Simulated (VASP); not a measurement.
# SiC (F-43m) in VASP: a series of runs, part 2 of 2

VASP 6.6.1.

**3. Single point, HSE06**

This run uses another cell than the first one, of 10.28 Å³/atom.

Input file POSCAR:

```
SiC
1.0
    0.0000000000      2.1746506993      2.1746506993
    2.1746506993      0.0000000000      2.1746506993
    2.1746506993      2.1746506993      0.0000000000
Si C
1 1
Direct
    0.0000000000      0.0000000000      0.0000000000
    0.2500000000      0.2500000000      0.2500000000
```

Input file INCAR.step1:

```
SYSTEM = SiC
ALGO = Normal
EDIFF = 1E-5
ENCUT = 520
GGA = PE
ISIF = 2
ISMEAR = -1
LASPH = .TRUE.
LCHARG = .FALSE.
LREAL = .FALSE.
LWAVE = .TRUE.
NBANDS = 11
NELM = 60
PREC = Accurate
SIGMA = 0.02
```

Input file INCAR.step2:

```
SYSTEM = SiC
ALGO = Normal
EDIFF = 1E-7
ENCUT = 520
GGA = PE
HFSCREEN = 0.2079
ISIF = 2
ISMEAR = -1
ISTART = 1
LASPH = .TRUE.
LCHARG = .FALSE.
LHFCALC = .TRUE.
LREAL = .FALSE.
LWAVE = .FALSE.
NBANDS = 11
NELM = 60
PREC = Accurate
PRECFOCK = Normal
SIGMA = 0.02
```

Input file KPOINTS:

```
k-points
0
G
  6 6 6
  0 0 0
```

Potentials or basis: VASP PAW PBE potentials, release 64 (Si, C).

The run is started by

```bash
$ cat potpaw_PBE.64/Si/POTCAR potpaw_PBE.64/C/POTCAR > POTCAR
$ cp INCAR.step1 INCAR
$ mpirun -np 1 vasp_std > vasp.out
$ cp INCAR.step2 INCAR
$ mpirun -np 1 vasp_std > vasp.out
```

Wall time 3.2 min (1 thread of Intel Xeon 6975P-C (Granite Rapids), shared host); peak memory 0.24 GiB.

It converged, with:

```yaml
Free_energy: -17.4158 eV
Pressure: -0.4 GPa
Band_gap_on_the_k_mesh: 2.23 eV (least direct gap 5.74 eV)
```

Levels at points of the mesh, in eV from the valence-band top:
```tsv
k point	band 2	band 3	band 4	band 5	band 6	band 7
(0.00, 0.00, 0.00)	0.00	0.00	0.00	7.61	8.63	8.63
(0.50, 0.00, 0.00)	-9.39	-1.16	-1.16	6.69	8.50	8.50
(0.50, 0.50, 0.00)	-8.56	-3.51	-3.51	2.23	5.39	16.01
```

Caveat: the PAW data sets were made with another functional, which shifts forces and pressure a little. A k mesh can miss the band edges.

**4. Relaxation of cell and atoms, HSE06**

This run uses another cell than the first one, of 10.33 Å³/atom.

Input file POSCAR:

```
SiC
1.0
    0.0000000000      2.1780523525      2.1780523525
    2.1780523525      0.0000000000      2.1780523525
    2.1780523525      2.1780523525      0.0000000000
Si C
1 1
Direct
    0.0000000000      0.0000000000      0.0000000000
    0.2500000000      0.2500000000      0.2500000000
```

Input file INCAR.step1:

```
ALGO = Normal
EDIFF = 1E-5
ENCUT = 600
GGA = PE
ISMEAR = -1
LASPH = True
LCHARG = False
LREAL = False
LWAVE = True
NBANDS = 11
NELM = 100
PREC = Accurate
SIGMA = 0.02
```

Input file INCAR.step2:

```
ALGO = Normal
EDIFF = 1E-6
EDIFFG = -0.005
ENCUT = 600
GGA = PE
HFSCREEN = 0.2079
IBRION = 2
ISIF = 3
ISMEAR = -1
ISTART = 1
LASPH = True
LCHARG = False
LHFCALC = True
LREAL = False
LWAVE = False
NELM = 100
NSW = 80
PREC = Accurate
PRECFOCK = Normal
SIGMA = 0.02
```

Input file KPOINTS:

```
k-points
0
Gamma
  6 6 6
```

Potentials or basis: VASP PAW PBE potentials, release 64 (Si, C).

The run is started by

```bash
$ cat potpaw_PBE.64/Si/POTCAR potpaw_PBE.64/C/POTCAR > POTCAR
$ cp INCAR.step1 INCAR
$ mpirun -np 1 vasp_std > vasp.out
$ cp INCAR.step2 INCAR
$ mpirun -np 1 vasp_std > vasp.out
```

OUTCAR:

```text
EDIFF = 1E-6
   EDIFFG = -0.005
   ENCUT = 600
   GGA = PE
   HFSCREEN = 0.2079
   IBRION = 2
   ISIF = 3
   ISMEAR = -1
   ISTART = 1
   LASPH = True
   LHFCALC = True
   LREAL = False
   NELM = 100
   NSW = 80
   PREC = Accurate
   PRECFOCK = Normal

 ion  position               nearest neighbor table
   1  0.000  0.000  0.000-   2 1.89   2 1.89   2 1.89   2 1.89
   2  0.250  0.250  0.250-   1 1.89   1 1.89   1 1.89   1 1.89

  LATTYP: Found a face centered cubic cell.
 ALAT       =     4.3561047050

  Lattice vectors:

 A1 = (   0.0000000000,   2.1780523525,   2.1780523525)
 A2 = (   2.1780523525,   0.0000000000,   2.1780523525)
 A3 = (   2.1780523525,   2.1780523525,   0.0000000000)

Analysis of symmetry for initial positions (statically):
[... 180 lines left out ...]
  -------------------------------------------------------------------------------------
  Total       -0.2108688     -0.2108688     -0.2108688      0.0000000     -0.0000000      0.0000000
  in kB      -16.3488766    -16.3488766    -16.3488766      0.0000000     -0.0000000      0.0000000
  external PRESSURE =     -16.3488766 kB  Pullay stress =       0.0000000 kB
[... 59 lines left out ...]
--------------------------------------- Ionic step        3  -------------------------------------------

 number of electron       8.0000000 magnetization

 Free energy of the ion-electron system (eV)
  ---------------------------------------------------
  ext. energy  EPLUGINS =         0.00000000
  ---------------------------------------------------
  free energy    TOTEN  =       -17.41775999 eV

  energy without entropy =      -17.41775999  energy(sigma->0) =      -17.41775999

 E-fermi :   8.0513     XC(G=0):  -9.3840

 val. band max:        7.5853145222   @ k =   0.0000   0.0000   0.0000
 cond. band min:       9.8126978544   @ k =   0.5000   0.5000   0.0000
 fundamental gap:      2.2273833322
 Fermi energy:         8.0513020537

 k-point     1 :       0.0000    0.0000    0.0000
  band No.  band energies     occupation
      1      -9.4691      2.00000
      2       7.5853      2.00000
      3       7.5853      2.00000
      4       7.5853      2.00000
      5      15.2264      0.00000
      6      16.2340      0.00000
      7      16.2340      0.00000
      8      16.2340      0.00000
[... 192 lines left out ...]
  FREE ENERGIE OF THE ION-ELECTRON SYSTEM (eV)
  ---------------------------------------------------
  free  energy   TOTEN  =       -17.4177599851 eV

  energy  without entropy=      -17.4177599851  energy(sigma->0) =      -17.41775999

 reached required accuracy - stopping structural energy minimisation
```

OSZICAR.step1:

```text
N       E                     dE             d eps       ncg     rms          rms(c)
DAV:   1     0.404803039722E+01    0.40480E+01   -0.42454E+03   360   0.696E+02
DAV:   2    -0.163590311619E+02   -0.20407E+02   -0.19061E+02   426   0.113E+02
DAV:   3    -0.169114808770E+02   -0.55245E+00   -0.55148E+00   433   0.162E+01
DAV:   4    -0.169134859309E+02   -0.20051E-02   -0.20050E-02   394   0.123E+00
DAV:   5    -0.169134952570E+02   -0.93260E-05   -0.93259E-05   424   0.782E-02    0.882E+00
DAV:   6    -0.151067761018E+02    0.18067E+01   -0.64668E+00   385   0.114E+01    0.390E+00
DAV:   7    -0.150554811486E+02    0.51295E-01   -0.39016E-01   427   0.356E+00    0.178E+00
DAV:   8    -0.150476958434E+02    0.77853E-02   -0.20429E-02   388   0.957E-01    0.166E-01
DAV:   9    -0.150478226297E+02   -0.12679E-03   -0.15516E-03   434   0.228E-01    0.113E-01
DAV:  10    -0.150479350725E+02   -0.11244E-03   -0.23612E-04   394   0.933E-02    0.250E-02
DAV:  11    -0.150479369139E+02   -0.18414E-05   -0.41352E-05   424   0.332E-02
   1 F= -.15047937E+02 E0= -.15047937E+02  d E =-.245662E-11
```

It took 6.9 min on 1 thread of Intel Xeon 6975P-C (Granite Rapids), shared host; peak memory 0.26 GiB.

What came out:

- Free energy: -17.4178 eV
- Relaxed volume: 10.26 Å³/atom
- Relaxed cell: a = 3.073 Å, b = 3.073 Å, c = 3.073 Å, α = 60.00°, β = 60.00°, γ = 60.00°
- Space group after relaxing (to 0.1 Å): F-43m (No. 216)
- Energy gained by relaxing: 0.4 meV/atom
- Ionic steps: 3
- Pressure after relaxing: 0.0 GPa
- Band gap on the k mesh: 2.23 eV (least direct gap 5.74 eV)

Step by step:
| step | energy change (eV) | largest force (eV/Å) | pressure (GPa) | volume (Å³) |
| --- | --- | --- | --- | --- |
| 1 | 0.0000 | 0.0000 | -1.63 | 20.66 |
| 2 | 0.0003 | 0.0000 | 1.92 | 20.35 |
| 3 | -0.0008 | 0.0000 | 0.02 | 20.52 |

Final structure:
```
Si C
1.0
     0.00000    2.17292    2.17292
     2.17292    0.00000    2.17292
     2.17292    2.17292    0.00000
Si C
1 1
Direct
  0.00000 0.00000 0.00000
  0.25000 0.25000 0.25000
```

Caveat: the PAW data sets were made with another functional, which shifts forces and pressure a little. A k mesh can miss the band edges.

**5. Single point, r2SCANh**

This run uses another cell than the first one, of 10.33 Å³/atom.

POSCAR is that of step 4.

Input file INCAR.step1:

```
PREC = Accurate ; ENCUT = 520
EDIFF = 1E-5 ; ISMEAR = 0
SIGMA = 0.01 ; LREAL = F
LASPH = T ; NELM = 80
ALGO = Normal ; ISIF = 2
LWAVE = T ; LCHARG = F
NBANDS = 11 ; GGA = PE
```

Input file INCAR.step2:

```
PREC = Accurate ; ENCUT = 520
EDIFF = 1E-6 ; ISMEAR = 0
SIGMA = 0.01 ; LREAL = F
LASPH = T ; NELM = 80
ALGO = Normal ; ISIF = 2
LWAVE = F ; LCHARG = F
METAGGA = R2SCAN ; LHFCALC = T
AEXX = 0.1 ; LMIXTAU = T
PRECFOCK = Normal ; NBANDS = 11
ISTART = 1
```

Input file KPOINTS:

```
Automatic mesh
0
Gamma
  8 8 8
```

The run is started by

```bash
$ cat potpaw_PBE.64/Si/POTCAR potpaw_PBE.64/C/POTCAR > POTCAR
$ cp INCAR.step1 INCAR
$ mpirun -np 1 vasp_std > vasp.out
$ cp INCAR.step2 INCAR
$ mpirun -np 1 vasp_std > vasp.out
```

Wall time 48 min (1 thread of AMD EPYC 7R13, shared host); peak memory 0.13 GiB.

The run converged. Its results:

```yaml
Free_energy: -20.2401 eV
Pressure: -1.5 GPa
Band_gap_on_the_k_mesh: 2.30 eV (least direct gap 5.75 eV)
```

Levels at points of the mesh, in eV from the valence-band top:
```tsv
k point	band 1	band 2	band 3	band 4	band 5	band 6	band 7	band 8
(0.00, 0.00, 0.00)	-16.73	0.00	0.00	0.00	7.56	8.57	8.57	8.57
(0.50, 0.00, 0.00)	-12.99	-9.14	-1.15	-1.15	6.69	8.47	8.47	11.73
(0.50, 0.50, 0.00)	-11.49	-8.34	-3.45	-3.45	2.30	5.46	16.04	16.04
```

Caveat: the PAW data sets were made with another functional, which shifts forces and pressure a little.

**6. Summary**

```csv
task,level,cell,k mesh,cutoff (eV),smearing,grid for exact exchange (PRECFOCK),share of exact exchange,screening parameter,gap on the mesh (eV),pressure (GPa),relaxed volume (Å³/atom)
relaxation of cell and atoms,r2SCAN,"relaxed from a = 3.097 Å, angles 60.0°, 2 atoms",10 × 10 × 10,600,fermi-dirac 0.02 eV,-,-,-,1.72,0.0,10.32
single point,HSE06,"a = 3.075 Å, angles 60.0°, 2 atoms",6 × 6 × 6,520,fermi-dirac 0.02 eV,Normal,0.25,0.2079 1/Å,2.23,-0.4,-
relaxation of cell and atoms,HSE06,"relaxed from a = 3.080 Å, angles 60.0°, 2 atoms",6 × 6 × 6,600,fermi-dirac 0.02 eV,Normal,0.25,0.2079 1/Å,2.23,0.0,10.26
single point,r2SCANh,"a = 3.080 Å, angles 60.0°, 2 atoms",8 × 8 × 8,520,gaussian 0.01 eV,Normal,0.1,-,2.30,-1.5,-
```

Alike in all rows: potentials or basis VASP PAW PBE potentials, release 64 (Si, C); no spin polarisation.

Caveats: the PAW data sets were made with another functional, which shifts forces and pressure a little.

Total energies depend on the potentials used, so only differences within one code and one set of settings carry meaning.
